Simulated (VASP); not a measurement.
Crystal: KMgF3.

```
CELL_PARAMETERS angstrom
3.98024 0.00000 0.00000
0.00000 3.98024 0.00000
0.00000 0.00000 3.98024
ATOMIC_POSITIONS crystal
K 0.00000 0.00000 0.00000
Mg 0.50000 0.50000 0.50000
F 0.50000 0.50000 0.00000
F 0.50000 0.00000 0.50000
F 0.00000 0.50000 0.50000
```

Base run:

| Quantity | Value |
| --- | --- |
| Program | VASP 6.6.1 |
| Functional | r2SCAN |
| Potentials or basis | VASP PAW PBE potentials, release 64 (K_sv, Mg, F) |
| Cutoff | 520 eV |
| k mesh | 6 × 6 × 6 |
| Occupations | gaussian, width 0.01 eV |
| Spin | no spin polarisation |

Its results: band gap on the k mesh 8.28 eV, indirect (least direct gap 8.60 eV); pressure -0.6 GPa.

**Question.** The run is repeated on the same cell with these changes: functional from r2SCAN to PBE. What comes out?

**Answer.** Band gap on the k mesh 7.34 eV, indirect (least direct gap 7.66 eV); pressure 3.7 GPa.

r2SCAN gives the wider gap, since meta-GGAs in the generalised Kohn-Sham scheme recover part of the derivative discontinuity.

Caveats: the PAW data sets were made with another functional, which shifts forces and pressure a little (some runs).

A k mesh can miss the band edges.
